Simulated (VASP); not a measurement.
# KMgF3 (Pm-3m) in VASP: a series of runs, part 2 of 2

VASP 6.6.1.

### 6 Relaxation of cell and atoms, PBEsol+D4

This run uses another cell than the first one, of 12.67 Å³/atom.

INCAR reads:

```
SYSTEM = KMgF3
  ALGO = Normal
  EDIFF = 1E-7
  EDIFFG = -0.01
  ENCUT = 600
  GGA = PS
  IBRION = 2
  ISIF = 3
  ISMEAR = -1
  IVDW = 13
  LASPH = .True.
  LCHARG = .False.
  LREAL = .False.
  LWAVE = .False.
  NELM = 60
  NSW = 60
  PREC = Accurate
  SIGMA = 0.05
```

KPOINTS reads:

```
k-points
0
Gamma
  7 7 7
  0 0 0
```

POSCAR reads:

```
KMgF3
1.0
    3.9859000000      0.0000000000      0.0000000000
    0.0000000000      3.9859000000      0.0000000000
    0.0000000000      0.0000000000      3.9859000000
K Mg F
1 1 3
Direct
    0.5000000000      0.5000000000      0.5000000000
    0.0000000000      0.0000000000      0.0000000000
    0.0000000000      0.0000000000      0.5000000000
    0.0000000000      0.5000000000      0.0000000000
    0.5000000000      0.0000000000      0.0000000000
```

Potentials or basis: VASP PAW PBE potentials, release 64 (K_sv, Mg, F).

Started as:

```bash
cat potpaw_PBE.64/K_sv/POTCAR potpaw_PBE.64/Mg/POTCAR potpaw_PBE.64/F/POTCAR > POTCAR
mpirun -np 1 vasp_std > vasp.out
```

OUTCAR:

```text
SYSTEM = KMgF3
   EDIFF = 1E-7
   EDIFFG = -0.01
   ENCUT = 600
   GGA = PS
   IBRION = 2
   ISIF = 3
   ISMEAR = -1
   IVDW = 13
   LASPH = .True.
   LREAL = .False.
   NELM = 60
   NSW = 60
   PREC = Accurate

 ion  position               nearest neighbor table
   1  0.500  0.500  0.500-   3 2.82   4 2.82   5 2.82   4 2.82   5 2.82   3 2.82   5 2.82   5 2.82
                             3 2.82   4 2.82   4 2.82   3 2.82   2 3.45   2 3.45   2 3.45   2 3.45
   2  0.000  0.000  0.000-   3 1.99   4 1.99   5 1.99   3 1.99   4 1.99   5 1.99   1 3.45   1 3.45
                             1 3.45   1 3.45   1 3.45   1 3.45   1 3.45   1 3.45
   3  0.000  0.000  0.500-   2 1.99   2 1.99   1 2.82   1 2.82   1 2.82   1 2.82
   4  0.000  0.500  0.000-   2 1.99   2 1.99   1 2.82   1 2.82   1 2.82   1 2.82
   5  0.500  0.000  0.000-   2 1.99   2 1.99   1 2.82   1 2.82   1 2.82   1 2.82

  LATTYP: Found a simple cubic cell.
 ALAT       =     3.9859000000

  Lattice vectors:

 A1 = (   3.9859000000,   0.0000000000,   0.0000000000)
 A2 = (   0.0000000000,   3.9859000000,   0.0000000000)
 A3 = (   0.0000000000,   0.0000000000,   3.9859000000)

Analysis of symmetry for initial positions (statically):
=====================================================================
 Subroutine PRICEL returns:
 Original cell was already a primitive cell.

 Routine SETGRP: Setting up the symmetry group for a
 simple cubic supercell.

 Subroutine GETGRP returns: Found 48 space group operations
 (whereof 48 operations were pure point group operations)
 out of a pool of 48 trial point group operations.
[... 161 lines left out ...]
  ext. energy  EPLUGINS =         0.00000000
  ---------------------------------------------------
  free energy    TOTEN  =       -25.27022421 eV

  energy without entropy =      -25.27022421  energy(sigma->0) =      -25.27022421

------------------------ aborting loop because EDIFF is reached ----------------------------------------

  DFT-D4 for vdW energy calculation

  Edisp (eV):   -0.25085
[... 34 lines left out ...]
--------------------------------------- Ionic step        2  -------------------------------------------

 number of electron      32.0000000 magnetization

 E-fermi :  -0.5839     XC(G=0):  -9.9926

 val. band max:       -1.6966539399   @ k =   0.4286   0.4286   0.4286
 cond. band min:       5.5309613592   @ k =   0.0000   0.0000   0.0000
 fundamental gap:      7.2276152991
 Fermi energy:        -0.5839205851

 k-point     1 :       0.0000    0.0000    0.0000
  band No.  band energies     occupation
      1     -27.1187      2.00000
      2     -21.6995      2.00000
      3     -21.0165      2.00000
      4     -21.0165      2.00000
      5     -10.6854      2.00000
      6     -10.6854      2.00000
[... 491 lines left out ...]
--------------------------------------- Ionic step        3  -------------------------------------------

 number of electron      31.9999998 magnetization

 Free energy of the ion-electron system (eV)
  ---------------------------------------------------
  ext. energy  EPLUGINS =         0.00000000
  ---------------------------------------------------
  free energy    TOTEN  =       -25.26916873 eV

  energy without entropy =      -25.26916873  energy(sigma->0) =      -25.26916873

 E-fermi :  -0.5649     XC(G=0): -10.0014

 val. band max:       -1.6881916925   @ k =   0.4286   0.4286   0.4286
 cond. band min:       5.5521839981   @ k =   0.0000   0.0000   0.0000
 fundamental gap:      7.2403756906
 Fermi energy:        -0.5648757565

 k-point     1 :       0.0000    0.0000    0.0000
  band No.  band energies     occupation
      1     -27.1068      2.00000
      2     -21.6955      2.00000
      3     -21.0102      2.00000
      4     -21.0102      2.00000
      5     -10.6738      2.00000
      6     -10.6738      2.00000
[... 485 lines left out ...]
  FREE ENERGIE OF THE ION-ELECTRON SYSTEM (eV)
  ---------------------------------------------------
  free  energy   TOTEN  =       -25.5228448155 eV

  energy  without entropy=      -25.5228448154  energy(sigma->0) =      -25.52284482

 reached required accuracy - stopping structural energy minimisation
```

CONTCAR:

```text
KMgF3
   1.00000000000000
     3.9713189339703274    0.0000000000000000    0.0000000000000000
     0.0000000000000000    3.9713189339703274   -0.0000000000000000
     0.0000000000000000    0.0000000000000000    3.9713189339703274
  K               Mg              F
     1     1     3
Direct
     0.5000000000000000    0.5000000000000000    0.5000000000000000
     0.0000000000000000    0.0000000000000000    0.0000000000000000
     0.0000000000000000    0.0000000000000000    0.5000000000000000
     0.0000000000000000    0.5000000000000000    0.0000000000000000
     0.5000000000000000    0.0000000000000000    0.0000000000000000

  0.00000000E+00  0.00000000E+00  0.00000000E+00
  0.00000000E+00  0.00000000E+00  0.00000000E+00
  0.00000000E+00  0.00000000E+00  0.00000000E+00
  0.00000000E+00  0.00000000E+00  0.00000000E+00
  0.00000000E+00  0.00000000E+00  0.00000000E+00
```

Run time: 1.9 min. Hardware: 1 thread of Intel Xeon 8259CL, shared host; peak memory 0.2 GiB.

What came out:

```yaml
Free_energy: -25.5228 eV
Relaxed_volume: 12.53 Å³/atom
Relaxed_cell: a = 3.971 Å, b = 3.971 Å, c = 3.971 Å, α = 90.00°, β = 90.00°, γ = 90.00°
Space_group_after_relaxing_to_0.1_Å: Pm-3m (No. 221)
Energy_gained_by_relaxing: 0.4 meV/atom
Ionic_steps: 3
Pressure_after_relaxing: 0.0 GPa
Band_gap_on_the_k_mesh: 7.24 eV (least direct gap 7.53 eV)
Dispersion_energy_per_atom: -0.051 eV
```

Step by step:
```tsv
step	energy change (eV)	largest force (eV/Å)	pressure (GPa)	volume (Å³)
1	0.0000	0.0000	-0.81	63.33
2	-0.0017	0.0000	-0.13	62.74
3	-0.0018	0.0000	0.00	62.63
```

Final structure:
```
K Mg F
1.0
     3.97132    0.00000    0.00000
     0.00000    3.97132    0.00000
     0.00000    0.00000    3.97132
K Mg F
1 1 3
Direct
  0.50000 0.50000 0.50000
  0.00000 0.00000 0.00000
  0.00000 0.00000 0.50000
  0.00000 0.50000 0.00000
  0.50000 0.00000 0.00000
```

Caveat: the PAW data sets were made with another functional, which shifts forces and pressure a little; an odd mesh through Γ misses points on the zone boundary, where band edges can lie.

### 7 Summary

```tsv
task	level	cell	k mesh	cutoff (eV)	smearing	dipole correction	tolerance level	purpose	gap on the mesh (eV)	pressure (GPa)	relaxed volume (Å³/atom)
single point	PBEsol	a = 4.038 Å, 5 atoms	7 × 7 × 7	520	fermi-dirac 0.05 eV	no	-	-	6.87	-2.7	-
single point	PBE	a = 3.986 Å, 5 atoms	6 × 6 × 6	520	gaussian 0.03 eV	-	screening	levels	7.30	3.4	-
single point	PBE	a = 3.986 Å, 5 atoms	9 × 9 × 9	840	gaussian 0.03 eV	-	screening	levels	7.33	3.5	-
relaxation of cell and atoms	PBEsol+D3(BJ)	relaxed from a = 3.986 Å, 5 atoms	7 × 7 × 7	600	fermi-dirac 0.05 eV	no	-	-	7.38	0.0	12.30
relaxation of cell and atoms	PBEsol+D4	relaxed from a = 3.986 Å, 5 atoms	7 × 7 × 7	600	fermi-dirac 0.05 eV	no	-	-	7.24	0.0	12.53
```

Alike in all rows: potentials or basis VASP PAW PBE potentials, release 64 (K_sv, Mg, F); no spin polarisation.

Caveats: an odd mesh through Γ misses points on the zone boundary, where band edges can lie (at least some runs); the PAW data sets were made with another functional, which shifts forces and pressure a little (at least some runs); the cell stands under pressure (at least some runs).

Total energies depend on the potentials used, so only differences within one code and one set of settings carry meaning.
